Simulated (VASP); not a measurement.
# Al2InN3 (P4mm) in VASP: further runs, part 3 of 3

VASP 6.6.1. Earlier steps stand in the parts before.

## (6) Relaxation of cell and atoms, PBE

This run uses another cell than the first one, of 12.62 Å³/atom.

Input file INCAR:

```
ALGO     = Normal         # electronic algorithm
EDIFF    = 1E-6           # SCF threshold, eV
EDIFFG   = -0.01          # ionic threshold
ENCUT    = 600            # plane-wave cutoff, eV
GGA      = PE             # functional
IBRION   = 2              # ionic algorithm
ISIF     = 3              # what is computed and relaxed
ISMEAR   = 0              # smearing method
LASPH    = T              # aspherical terms in the spheres
LCHARG   = F              # write CHGCAR
LREAL    = F              # projectors in reciprocal space
LWAVE    = F              # write WAVECAR
NELM     = 100            # most SCF steps
NSW      = 100            # ionic steps
PREC     = Accurate       # precision mode
SIGMA    = 0.02           # smearing width, eV
```

Input file KPOINTS:

```
k-points
0
Gamma
  12 12 4
```

Input file POSCAR:

```
Al2InN3
1.0
    2.9934415892      0.0000000000      0.0000000000
    0.0000000000      2.9934415892      0.0000000000
    0.0000000000      0.0000000000      8.4517620014
Al In N
2 1 3
Direct
    0.0000000000      0.0000000000      0.9083884326
    0.5000000000      0.5000000000      0.6770447304
    0.5000000000      0.5000000000      0.1849558486
    0.0000000000      0.0000000000      0.6641712965
    0.0000000000      0.0000000000      0.1596283483
    0.5000000000      0.5000000000      0.9058113536
```

Potentials or basis: VASP PAW PBE potentials, release 64 (Al, In_d, N).

Started as:

```sh
> cat potpaw_PBE.64/Al/POTCAR potpaw_PBE.64/In_d/POTCAR potpaw_PBE.64/N/POTCAR > POTCAR
> mpirun -np 1 vasp_std > vasp.out
```

OUTCAR:

```text
EDIFF = 1E-6
   EDIFFG = -0.01
   ENCUT = 600
   GGA = PE
   IBRION = 2
   ISIF = 3
   ISMEAR = 0
   LASPH = T
   LREAL = F
   NELM = 100
   NSW = 100
   PREC = Accurate

 ion  position               nearest neighbor table
   1  0.000  0.000  0.908-   4 2.06   6 2.12   6 2.12   6 2.12   6 2.12   5 2.12   2 2.88   2 2.88
                             2 2.88   2 2.88   3 3.15   3 3.15   3 3.15   3 3.15
   2  0.500  0.500  0.677-   6 1.93   4 2.12   4 2.12   4 2.12   4 2.12   1 2.88   1 2.88   1 2.88
                             1 2.88
   3  0.500  0.500  0.185-   5 2.13   5 2.13   5 2.13   5 2.13   6 2.36   1 3.15   1 3.15   1 3.15
                             1 3.15
   4  0.000  0.000  0.664-   1 2.06   2 2.12   2 2.12   2 2.12   2 2.12
   5  0.000  0.000  0.160-   1 2.12   3 2.13   3 2.13   3 2.13   3 2.13
   6  0.500  0.500  0.906-   2 1.93   1 2.12   1 2.12   1 2.12   1 2.12   3 2.36

  LATTYP: Found a simple tetragonal cell.
 ALAT       =     2.9934415892
[... 481 lines left out ...]

 E-fermi :   7.1693     XC(G=0): -10.4820

 val. band max:        7.0873273910   @ k =   0.5000   0.0000   0.0000
 cond. band min:       7.6638799906   @ k =   0.0000   0.0000   0.0000
 fundamental gap:      0.5765525996
 Fermi energy:         7.1693413137

 k-point     1 :       0.0000    0.0000    0.0000
  band No.  band energies     occupation
      1     -10.0230      2.00000
      2      -9.1259      2.00000
      3      -7.6526      2.00000
      4      -7.2429      2.00000
      5      -7.0470      2.00000
      6      -7.0470      2.00000
[... 565 lines left out ...]
     20      11.9517      0.00000
     21      12.9847      0.00000

 [... further k-points ...]

------------------------ aborting loop because EDIFF is reached ----------------------------------------

  FORCE on cell =-STRESS in cart. coord.  units (eV):
  Direction    XX          YY          ZZ          XY          YZ          ZX
  --------------------------------------------------------------------------------------
  -------------------------------------------------------------------------------------
  Total       -0.0034039     -0.0034039     -0.0299402      0.0000000      0.0000000      0.0000000
  in kB       -0.0721336     -0.0721336     -0.6344804      0.0000000      0.0000000      0.0000000
  external PRESSURE =      -0.2595825 kB  Pullay stress =       0.0000000 kB
[... 21 lines left out ...]
  FREE ENERGIE OF THE ION-ELECTRON SYSTEM (eV)
  ---------------------------------------------------
  free  energy   TOTEN  =       -37.2580978006 eV

  energy  without entropy=      -37.2580978005  energy(sigma->0) =      -37.25809780

 reached required accuracy - stopping structural energy minimisation
```

It took 6.4 min on 1 thread of Intel Xeon Platinum 8259CL at 2.50GHz (Skylake/Cascade Lake), shared host; peak memory 0.32 GiB.

What came out:

```yaml
Free_energy: -37.2581 eV
Relaxed_volume: 12.60 Å³/atom
Relaxed_cell: a = 2.991 Å, b = 2.991 Å, c = 8.451 Å, α = 90.00°, β = 90.00°, γ = 90.00°
Space_group_after_relaxing_to_0.1_Å: P4mm (No. 99)
Energy_gained_by_relaxing: 0.0 meV/atom
Ionic_steps: 8
Pressure_after_relaxing: 0.0 GPa
Largest_force_after_relaxing: 0.009 eV/Å
Band_gap_on_the_k_mesh: 0.58 eV (least direct gap 1.33 eV)
```

Forces in eV/Å, atoms in the order of the input:
```
Al   0.000  0.000  0.001
Al   0.000  0.000  0.007
In   0.000  0.000  0.009
N    0.000  0.000 -0.008
N    0.000  0.000 -0.004
N    0.000  0.000 -0.005
```

Step by step:
| step | energy change (eV) | largest force (eV/Å) | pressure (GPa) | volume (Å³) |
| --- | --- | --- | --- | --- |
| 1 | 0.0000 | 0.0215 | -0.27 | 75.73 |
| 2 | -0.0001 | 0.0293 | 0.24 | 75.50 |
| 3 | -0.0002 | 0.0195 | 0.04 | 75.60 |
| 4 | -0.0002 | 0.0202 | 0.04 | 75.60 |
| 5 | -0.0001 | 0.0178 | -0.12 | 75.67 |
| 6 | -0.0001 | 0.0186 | 0.02 | 75.60 |
| 7 | -0.0002 | 0.0114 | -0.01 | 75.60 |
| 8 | -0.0002 | 0.0087 | -0.03 | 75.60 |

Final structure:
```
CELL_PARAMETERS angstrom
2.99107 0.00000 0.00000
0.00000 2.99107 0.00000
0.00000 0.00000 8.45075
ATOMIC_POSITIONS crystal
Al 0.00000 0.00000 0.90855
Al 0.50000 0.50000 0.67687
In 0.50000 0.50000 0.18511
N 0.00000 0.00000 0.66415
N 0.00000 0.00000 0.15945
N 0.50000 0.50000 0.90588
```

Caveat: spin-orbit coupling is left out, which moves the levels of the heavy elements. A k mesh can miss the band edges.

## (7) Summary

```tsv
task	spin	cell	k mesh	cutoff (eV)	smearing	gap on the mesh (eV)	pressure (GPa)	moment (μB)	largest force (eV/Å)
single point	off	a = 3.294, b = 3.294, c = 8.031 Å, 6 atoms, atomic positions A	6 × 6 × 2	520	gaussian 0.1 eV	none	-11.8	-	4.58
single point	collinear, ferromagnetic start	a = 2.993, b = 2.993, c = 8.452 Å, 6 atoms, atomic positions B	6 × 6 × 2	520	gaussian 0.1 eV	0.57	-0.2	0.00	0.02
single point	off	a = 2.991, b = 2.991, c = 8.488 Å, 6 atoms, atomic positions C	12 × 12 × 4	520	gaussian 0.02 eV	0.58	0.0	-	0.01
single point	collinear, ferromagnetic start	a = 3.294, b = 3.294, c = 8.031 Å, 6 atoms, atomic positions A	6 × 6 × 2	520	gaussian 0.1 eV	none	-10.9	1.63	4.44
relaxation of cell and atoms	off	relaxed from a = 2.993, b = 2.993, c = 8.452 Å, 6 atoms, atomic positions B	12 × 12 × 4	600	gaussian 0.02 eV	0.58	0.0	-	0.01
```

Alike in all rows: level PBE; potentials or basis VASP PAW PBE potentials, release 64 (Al, In_d, N).

Caveats: some runs use coarse meshes; spin-orbit coupling is left out, which moves the levels of the heavy elements; forces of over 1 eV/Å act on the atoms, so gaps and moduli don't describe the material at rest (at least some runs).

Absolute energies hang on the potentials; compare differences alone.
